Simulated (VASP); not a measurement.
# Ti (P6_3/mmc) in VASP: notebook

Runs on Ti. Level: PBEsol. Tasks: single point, relaxation of volume and atoms at fixed shape.

Program: VASP 6.6.1. These are calculated values, not measurements. Logs are shortened: lines on timing, memory, paths and dates and some standing lists are left out, and cuts for length are marked.

### 1 The cell of the first run

It takes space group P6_3/mmc (No. 194, hexagonal). Conventional cell: a = 2.898 Å, b = 2.898 Å, c = 4.597 Å, α = 90.00°, β = 90.00°, γ = 120.00°. Within 3.7 Å of Ti (site symmetry -6m2) lie 12 Ti at 2.84 to 2.90 Å.

### 2 Single point, PBEsol

INCAR

```
SYSTEM = Ti
  PREC = Accurate
  ENCUT = 520
  EDIFF = 1E-6
  ISMEAR = -1
  SIGMA = 0.05
  LREAL = .FALSE.
  LASPH = .TRUE.
  NELM = 60
  ALGO = Normal
  ISIF = 2
  LWAVE = .FALSE.
  LCHARG = .FALSE.
  GGA = PS
  NBANDS = 19
```

KPOINTS

```
regular mesh
0
G
  10 10 5
  0 0 0
```

POSCAR

```
Ti
1.0
    2.8975764862      0.0000000000      0.0000000000
   -1.4487882431      2.5093748465      0.0000000000
    0.0000000000      0.0000000000      4.5968331523
Ti
2
Direct
    0.3333333333      0.6666666667      0.2500000000
    0.6666666667      0.3333333333      0.7500000000
```

Potentials or basis: VASP PAW PBE potentials, release 64 (Ti_sv).

Started as:

```sh
> cat potpaw_PBE.64/Ti_sv/POTCAR > POTCAR
> mpirun -np 1 vasp_std > vasp.out
```

OUTCAR:

```text
SYSTEM = Ti
   PREC = Accurate
   ENCUT = 520
   EDIFF = 1E-6
   ISMEAR = -1
   LREAL = .FALSE.
   LASPH = .TRUE.
   NELM = 60
   ISIF = 2
   GGA = PS

 ion  position               nearest neighbor table
   1  0.333  0.667  0.250-   2 2.84   2 2.84   2 2.84   2 2.84   2 2.84   2 2.84
   2  0.667  0.333  0.750-   1 2.84   1 2.84   1 2.84   1 2.84   1 2.84   1 2.84

  LATTYP: Found a hexagonal cell.
 ALAT       =     2.8975764862
 C/A-ratio  =     1.5864406597

  Lattice vectors:

 A1 = (   2.8975764862,   0.0000000000,   0.0000000000)
 A2 = (  -1.4487882431,   2.5093748465,   0.0000000000)
 A3 = (   0.0000000000,   0.0000000000,   4.5968331523)

Analysis of symmetry for initial positions (statically):
=====================================================================
 Subroutine PRICEL returns:
 Original cell was already a primitive cell.

 Routine SETGRP: Setting up the symmetry group for a
 hexagonal supercell.

 Subroutine GETGRP returns: Found 24 space group operations
 (whereof 12 operations were pure point group operations)
 out of a pool of 24 trial point group operations.

The static configuration has the point symmetry D_3d.
 The point group associated with its full space group is D_6h.

Analysis of symmetry for dynamics (positions and initial velocities):
=====================================================================
 Subroutine PRICEL returns:
 Original cell was already a primitive cell.

 Routine SETGRP: Setting up the symmetry group for a
 hexagonal supercell.

 Subroutine GETGRP returns: Found 24 space group operations
 (whereof 12 operations were pure point group operations)
 out of a pool of 24 trial point group operations.

The dynamic configuration has the point symmetry D_3d.
 The point group associated with its full space group is D_6h.

 Subroutine INISYM returns: Found 24 space group operations
 (whereof 12 operations are pure point group operations),
 and found     1 'primitive' translations

----------------------------------------------------------------------------------------

                                     Primitive cell

  volume of cell :      33.4241

  direct lattice vectors                    reciprocal lattice vectors
     2.897576486  0.000000000  0.000000000     0.345115998  0.199252814  0.000000000
    -1.448788243  2.509374847  0.000000000     0.000000000  0.398505628  0.000000000
     0.000000000  0.000000000  4.596833152     0.000000000  0.000000000  0.217541069

  length of vectors
     2.897576486  2.897576486  4.596833152     0.398505628  0.398505628  0.217541069

  position of ions in fractional coordinates (direct lattice)
     0.333333333  0.666666667  0.250000000
     0.666666667  0.333333333  0.750000000

  ion indices of the primitive-cell ions
   primitive index   ion index
                 1           1
                 2           2

----------------------------------------------------------------------------------------

 KPOINTS: regular mesh

Automatic generation of k-mesh.
 Grid dimensions read from file:
 generate k-points for:   10   10    5

 Generating k-lattice:

  Cartesian coordinates                     Fractional coordinates (reciprocal lattice)
     0.034511600  0.019925281  0.000000000     0.100000000 -0.000000000  0.000000000
     0.000000000  0.039850563  0.000000000     0.000000000  0.100000000  0.000000000
     0.000000000  0.000000000  0.043508214     0.000000000  0.000000000  0.200000000

  Length of vectors
     0.039850563  0.039850563  0.043508214

  Shift w.r.t. Gamma in fractional coordinates (k-lattice)
     0.000000000  0.000000000  0.000000000

 Subroutine IBZKPT returns following result:
 ===========================================

 Found     42 irreducible k-points:

 Following reciprocal coordinates:
            Coordinates               Weight
  0.000000  0.000000  0.000000      1.000000
  0.100000  0.000000  0.000000      6.000000
  0.200000  0.000000  0.000000      6.000000
  0.300000  0.000000  0.000000      6.000000
  0.400000  0.000000  0.000000      6.000000
  0.500000  0.000000  0.000000      3.000000
[... 16 lines left out ...]
  0.300000  0.100000  0.200000     24.000000
  0.400000  0.100000  0.200000     24.000000
 [... further k-points ...]
   k-points           NKPTS =     42   k-points in BZ     NKDIM =     42   number of bands    NBANDS=     19
   number of dos      NEDOS =    301   number of ions     NIONS =      2
   total plane-waves  NPLWV =  20736
   dimension x,y,z NGX =    24 NGY =   24 NGZ =   36
   dimension x,y,z NGXF=    48 NGYF=   48 NGZF=   72
   ions per type =               2
   NGX,Y,Z   is equivalent  to a cutoff of  13.77, 13.77, 13.02 a.u.
   NGXF,Y,Z  is equivalent  to a cutoff of  27.54, 27.54, 26.04 a.u.
 SYSTEM =  Ti
   PREC   = accura    normal or accurate (medium, high low for compatibility)
   ISTART =      0    job   : 0-new  1-cont  2-samecut
   ICHARG =      2    charge: 1-file 2-atom 10-const
   ISPIN  =      1    spin polarized calculation?
   LNONCOLLINEAR =      F non collinear calculations
   LSORBIT =      F    spin-orbit coupling
   LASPH  =      T    aspherical Exc in radial PAW
   ENCUT  =  520.0 eV  38.22 Ry    6.18 a.u.   5.39  5.39  8.55*2*pi/ulx,y,z
   NELM   =     60;   NELMIN=  2; NELMDL= -5     # of ELM steps
   EDIFF  = 0.1E-05   stopping-criterion for ELM
   LREAL  =      F    real-space projection
   EDIFFG = 0.1E-04   stopping-criterion for IOM
   NSW    =      0    number of steps for IOM
   IBRION =     -1    ionic relax: 0-MD 1-quasi-New 2-CG
   NFREE  =      0    steps in history (QN), initial steepest desc. (CG)
   ISIF   =      2    stress and relaxation
   ISYM   =      2    0-nonsym 1-usesym 2-fastsym
   POTIM  = 0.5000    time-step for ionic-motion
   TEBEG  =    0.0;   TEEND  =   0.0 temperature during run
   PSTRESS=    0.0 pullay stress
   NELECT =      24.0000    total number of electrons
   NUPDOWN=      -1.0000    fix difference up-down
   EMIN   =  10.00;   EMAX   =-10.00  energy-range for DOS
   EFERMI =   0.00;   METHOD = LEGACY
   ISMEAR =    -1;   SIGMA  =   0.05  broadening in eV -4-tet -1-fermi 0-gaus
   EFERMI_NEDOS =   21; number of points for ismear=-14 and -15
   IALGO  =     38    algorithm
   IMIX   =      4    mixing-type and parameters
     AMIX     =   0.40;   BMIX     =  1.00
     AMIX_MAG =   1.60;   BMIX_MAG =  1.00
  volume/ion in A,a.u.               =      16.71       112.78
  Fermi-wavevector in a.u.,A,eV,Ry     =   1.465971  2.770284 29.239904  2.149072
  Thomas-Fermi vector in A             =   2.581765
   LORBIT       =      0    0 simple, 1 ext, 2 COOP (PROOUT), +10 PAW based schemes
   GGA     = PS    functional components
   LHFCALC =     F    Hartree Fock is set to
   AEXX    =    0.0000 exact exchange contribution
   IVDW    =     0    specifies the selected vdW correction
   LEPSILON=     F    determine dielectric tensor
   LRPA    =     F    only Hartree local field effects (RPA)
 non-spin polarized calculation
  energy-cutoff  :      520.00
  volume of cell :       33.42
 maximum number of plane-waves:       929
 NGX is ok and might be reduce to    24
   NGX = 11   NGY = 11   NGZ = 17

 number of electron      23.9999999 magnetization

 Free energy of the ion-electron system (eV)
  ---------------------------------------------------
  ext. energy  EPLUGINS =         0.00000000
  ---------------------------------------------------
  free energy    TOTEN  =       -16.68700988 eV

  energy without entropy =      -16.67202782  energy(sigma->0) =      -16.67951885

 E-fermi :   8.6042     XC(G=0): -11.8205

 val. band max:        8.5938077285   @ k =   0.1000   0.1000   0.2000
 cond. band min:       8.6067499207   @ k =   0.0000   0.0000   0.4000
 fundamental gap:      0.0129421922
 Fermi energy:         8.6042387587

 k-point     1 :       0.0000    0.0000    0.0000
  band No.  band energies     occupation
      1     -47.9417      2.00000
      2     -47.7796      2.00000
      3     -24.6814      2.00000
      4     -23.9450      2.00000
      5     -23.9450      2.00000
      6     -23.8703      2.00000
[... 11 lines left out ...]
     18      10.3158      0.00000
     19      11.9318      0.00000

 k-point     2 :       0.1000    0.0000    0.0000
  band No.  band energies     occupation
      1     -47.9301      2.00000
      2     -47.7750      2.00000
      3     -24.6563      2.00000
      4     -23.9965      2.00000
      5     -23.9620      2.00000
      6     -23.8847      2.00000
[... 11 lines left out ...]
     18      10.1562      0.00000
     19      12.0160      0.00000

 k-point     3 :       0.2000    0.0000    0.0000
  band No.  band energies     occupation
      1     -47.8987      2.00000
      2     -47.7637      2.00000
      3     -24.5863      2.00000
      4     -24.1326      2.00000
      5     -24.0204      2.00000
      6     -24.0048      2.00000
[... 11 lines left out ...]
     18      10.6449      0.00000
     19      12.1717      0.00000

 k-point     4 :       0.3000    0.0000    0.0000
  band No.  band energies     occupation
      1     -47.8570      2.00000
      2     -47.7524      2.00000
      3     -24.4862      2.00000
      4     -24.3026      2.00000
      5     -24.1804      2.00000
      6     -24.0550      2.00000
[... 11 lines left out ...]
     18      11.3577      0.00000
     19      12.2932      0.00000

 k-point     5 :       0.4000    0.0000    0.0000
  band No.  band energies     occupation
      1     -47.8186      2.00000
      2     -47.7477      2.00000
      3     -24.4407      2.00000
      4     -24.3825      2.00000
      5     -24.3049      2.00000
      6     -24.0943      2.00000
[... 11 lines left out ...]
     18      12.1483      0.00000
     19      12.3585      0.00000

 k-point     6 :       0.5000    0.0000    0.0000
  band No.  band energies     occupation
      1     -47.8012      2.00000
      2     -47.7486      2.00000
      3     -24.4934      2.00000
      4     -24.3515      2.00000
      5     -24.3292      2.00000
      6     -24.1090      2.00000
[... 11 lines left out ...]
     18      12.3958      0.00000
     19      13.2288      0.00000

 k-point     7 :       0.1000    0.1000    0.0000
  band No.  band energies     occupation
      1     -47.9086      2.00000
      2     -47.7670      2.00000
      3     -24.6087      2.00000
      4     -24.0769      2.00000
      5     -24.0287      2.00000
      6     -23.9469      2.00000
[... 11 lines left out ...]
     18      10.5455      0.00000
     19      12.1043      0.00000

 k-point     8 :       0.2000    0.1000    0.0000
  band No.  band energies     occupation
      1     -47.8719      2.00000
      2     -47.7558      2.00000
      3     -24.5232      2.00000
      4     -24.2173      2.00000
      5     -24.1508      2.00000
      6     -24.0199      2.00000
[... 256 lines left out ...]
 k-point    20 :       0.5000    0.0000    0.2000
  band No.  band energies     occupation
      1     -47.7962      2.00000
      2     -47.7536      2.00000
      3     -24.5518      2.00000
      4     -24.4214      2.00000
      5     -24.2310      2.00000
      6     -24.0906      2.00000
[... 11 lines left out ...]
     18      12.3771      0.00000
     19      12.8042      0.00000

 k-point    21 :       0.1000    0.1000    0.2000
  band No.  band energies     occupation
      1     -47.8952      2.00000
      2     -47.7807      2.00000
      3     -24.5540      2.00000
      4     -24.0644      2.00000
      5     -24.0565      2.00000
      6     -23.9813      2.00000
[... 11 lines left out ...]
     18      10.7344      0.00000
     19      12.0485      0.00000

 k-point    22 :       0.2000    0.1000    0.2000
  band No.  band energies     occupation
      1     -47.8609      2.00000
      2     -47.7670      2.00000
      3     -24.5030      2.00000
      4     -24.2113      2.00000
      5     -24.1584      2.00000
      6     -24.0354      2.00000
[... 11 lines left out ...]
     18      11.2119      0.00000
     19      12.1256      0.00000

 k-point    23 :       0.3000    0.1000    0.2000
  band No.  band energies     occupation
      1     -47.8234      2.00000
      2     -47.7563      2.00000
      3     -24.4852      2.00000
      4     -24.3400      2.00000
      5     -24.2330      2.00000
      6     -24.0874      2.00000
[... 11 lines left out ...]
     18      11.7969      0.00000
     19      12.3819      0.00000

 k-point    24 :       0.4000    0.1000    0.2000
  band No.  band energies     occupation
      1     -47.7963      2.00000
      2     -47.7534      2.00000
      3     -24.5248      2.00000
      4     -24.4011      2.00000
      5     -24.2374      2.00000
      6     -24.1077      2.00000
[... 11 lines left out ...]
     18      12.2618      0.00000
     19      12.9553      0.00000

 [... further k-points ...]
[... 5 lines left out ...]
  --------------------------------------------------------------------------------------
  -------------------------------------------------------------------------------------
  Total       -0.0142353     -0.0142353     -0.1049464      0.0000000      0.0000000      0.0000000
  in kB       -0.6823693     -0.6823693     -5.0305900      0.0000000      0.0000000      0.0000000
  external PRESSURE =      -2.1317762 kB  Pullay stress =       0.0000000 kB

 VOLUME and BASIS-vectors are now :
 -----------------------------------------------------------------------------
  energy-cutoff  :      520.00
  volume of cell :       33.42
      direct lattice vectors                 reciprocal lattice vectors
     2.897576486  0.000000000  0.000000000     0.345115998  0.199252814  0.000000000
    -1.448788243  2.509374847  0.000000000     0.000000000  0.398505628  0.000000000
     0.000000000  0.000000000  4.596833152     0.000000000  0.000000000  0.217541069

 POSITION                                       TOTAL-FORCE (eV/Angst)
 -----------------------------------------------------------------------------------
     -0.00000      1.67292      1.14921         0.000000     -0.000000      0.000000
      1.44879      0.83646      3.44762        -0.000000      0.000000      0.000000
 -----------------------------------------------------------------------------------
    total drift:                                0.000000     -0.000000      0.000000

  FREE ENERGIE OF THE ION-ELECTRON SYSTEM (eV)
  ---------------------------------------------------
  free  energy   TOTEN  =       -16.6870098820 eV

  energy  without entropy=      -16.6720278240  energy(sigma->0) =      -16.67951885
```

It took 41 s on 1 thread of AMD EPYC 7R13 (Zen 3), shared host; peak memory 0.13 GiB.

Results:

```
Free energy            : -16.6870 eV
Pressure               : -0.2 GPa
Band gap on the k mesh : zero (band 12 reaches 9.42 eV, above the bottom of band 13 at 8.32 eV)
```

Levels at points of the mesh, in eV from the Fermi level:
```csv
k point,band 10,band 11,band 12,band 13,band 14,band 15
"(0.00, 0.00, 0.00)",-2.78,0.81,0.81,0.89,0.93,1.34
"(0.50, 0.00, 0.00)",-2.26,-1.94,-0.56,0.50,0.67,1.25
```

Caveat: the PAW data sets were made with another functional, which shifts forces and pressure a little.

### 3 Relaxation of volume and atoms at fixed shape, PBEsol

This run uses another cell than the first one, of 17.64 Å³/atom, 1.055 times its volume.

INCAR

```
PREC     = Accurate       # precision mode
ENCUT    = 600            # plane-wave cutoff, eV
EDIFF    = 1E-7           # SCF threshold, eV
ISMEAR   = -1             # smearing method
SIGMA    = 0.05           # smearing width, eV
LREAL    = False          # projectors in reciprocal space
LASPH    = True           # aspherical terms in the spheres
NELM     = 60             # most SCF steps
ALGO     = Normal         # electronic algorithm
ISIF     = 8              # what is computed and relaxed
LWAVE    = False          # write WAVECAR
LCHARG   = False          # write CHGCAR
GGA      = PS             # functional
IBRION   = 2              # ionic algorithm
NSW      = 80             # ionic steps
EDIFFG   = -0.03          # ionic threshold
```

KPOINTS

```
Automatic mesh
0
Gamma
  10 10 5
```

POSCAR

```
Ti
1.0
    2.9500000000      0.0000000000      0.0000000000
   -1.4750000000      2.5547750000      0.0000000000
    0.0000000000      0.0000000000      4.6800000000
Ti
2
Direct
    0.3333333333      0.6666666667      0.2500000000
    0.6666666667      0.3333333333      0.7500000000
```

Potentials or basis: VASP PAW PBE potentials, release 64 (Ti_sv).

Started as:

```sh
> cat potpaw_PBE.64/Ti_sv/POTCAR > POTCAR
> mpirun -np 1 vasp_std > vasp.out
```

It took 3.4 min on 1 thread of AMD EPYC 7R13 (Zen 3), shared host; peak memory 0.15 GiB.

It converged, with:

```
Free energy                            : -16.6875 eV
Relaxed volume                         : 16.68 Å³/atom
Relaxed cell                           : a = 2.896 Å, b = 2.896 Å, c = 4.594 Å, α = 90.00°, β = 90.00°, γ = 120.00°
Space group after relaxing (to 0.05 Å) : P6_3/mmc (No. 194)
Energy gained by relaxing              : 18.8 meV/atom
Ionic steps                            : 3
Pressure after relaxing                : 0.0 GPa
Band gap on the k mesh                 : zero (band 12 reaches 9.44 eV, above the bottom of band 13 at 8.34 eV)
```

Stress tensor (GPa, compression positive):
```
 0.12  0.00  0.00
 0.00  0.12  0.00
 0.00  0.00 -0.32
```

The path:
```csv
step,energy change (eV),largest force (eV/Å),pressure (GPa),volume (Å³)
1,0.0000,0.0000,-6.01,35.27
2,-0.0165,0.0000,5.21,32.00
3,-0.0377,0.0000,-0.03,33.35
```

Final structure:
```xyz
2
Lattice="2.8955 0.0000 0.0000 -1.4478 2.5076 0.0000 0.0000 0.0000 4.5936" Properties=species:S:1:pos:R:3 pbc="T T T"
Ti    0.0000    1.6717    1.1484
Ti    1.4478    0.8359    3.4452
```

Levels at points of the mesh, in eV from the Fermi level:
```csv
k point,band 8,band 9,band 10,band 11,band 12,band 13,band 14,band 15,band 16
"(0.00, 0.00, 0.00)",-32.43,-6.29,-2.78,0.82,0.82,0.90,0.93,1.34,1.34
"(0.50, 0.00, 0.00)",-32.51,-2.39,-2.27,-1.94,-0.55,0.50,0.67,1.25,3.56
```

Caveat: the PAW data sets were made with another functional, which shifts forces and pressure a little.
